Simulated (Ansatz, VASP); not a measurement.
## One calculation of TiO, two programs

The input POSCAR:

```
TiO
1.0
    3.0309987015      0.0000000000      0.0000000000
   -1.5154993507      2.6249218743      0.0000000000
    0.0000000000      0.0000000000      3.2377000000
Ti O
1 1
Direct
    0.6666666667      0.3333333333      0.0000000000
    0.0000000000      0.0000000000      0.5000000000
```

The input INCAR.step1:

```
  PREC = Accurate
  ENCUT = 520
  ISMEAR = 0
  SIGMA = 0.01
  LREAL = F
  LASPH = T
  NELM = 80
  NBANDS = 16
  GGA = PE
  ALGO = Normal
  EDIFF = 1E-4
  LWAVE = T
  LCHARG = F
```

The input INCAR.step2:

```
  PREC = Accurate
  ENCUT = 520
  EDIFF = 1E-6
  ISMEAR = 0
  SIGMA = 0.01
  LREAL = F
  LASPH = T
  NELM = 80
  ALGO = Normal
  ISIF = 2
  LWAVE = F
  LCHARG = F
  METAGGA = R2SCAN
  LMIXTAU = T
  NBANDS = 16
  ISTART = 1
```

Contents of KPOINTS:

```
regular mesh
0
Gamma
  1 1 1
```

Input for Ansatz:

```yaml
crystal:
  lattice:
    - [3.0309987015, 0.0, 0.0]
    - [-1.5154993507, 2.6249218743, 0.0]
    - [0.0, 0.0, 3.2377]
  atoms:
    - { symbol: Ti, position: [0.6666666667, 0.3333333333, 0.0] }
    - { symbol: O, position: [0.0, 0.0, 0.5] }
basis:
  ecutwfc: 500
kpoints:
  mp_grid: { grid: [1, 1, 1] }
hamiltonian:
  xc: r2scan
scf:
  occupations: { method: gaussian, width: 0.01 }
output:
  forces: true
  stress: true
  eigenvalues: true
```

Alike in both runs: task single point; functional r2SCAN; k mesh 1 × 1 × 1; occupations gaussian, width 0.01 eV; no spin polarisation.

|  | VASP | Ansatz |
| --- | --- | --- |
| version | VASP 6.6.1 | Ansatz 0.2.0 |
| potentials or method | VASP PAW PBE potentials, release 64 (Ti_sv, O), cutoff 520 eV | scalar-relativistic, plane waves, PAW |
| valence electrons in the cell | 18 | 18 |

```tsv
	VASP	Ansatz	Ansatz less VASP
gap on the k mesh at the Fermi level (eV)	3.36	3.37	+0.011
least direct gap on the mesh (eV)	3.36	3.37	+0.011
pressure (GPa)	-10.6	-11.5	-0.81
traceless stress, the component that is largest in VASP (GPa)	-12.98	-13.02	-0.040
```

VASP's potentials were made for PBE, not for r2SCAN.

The k mesh is coarse, so the values compare programs but aren't converged.
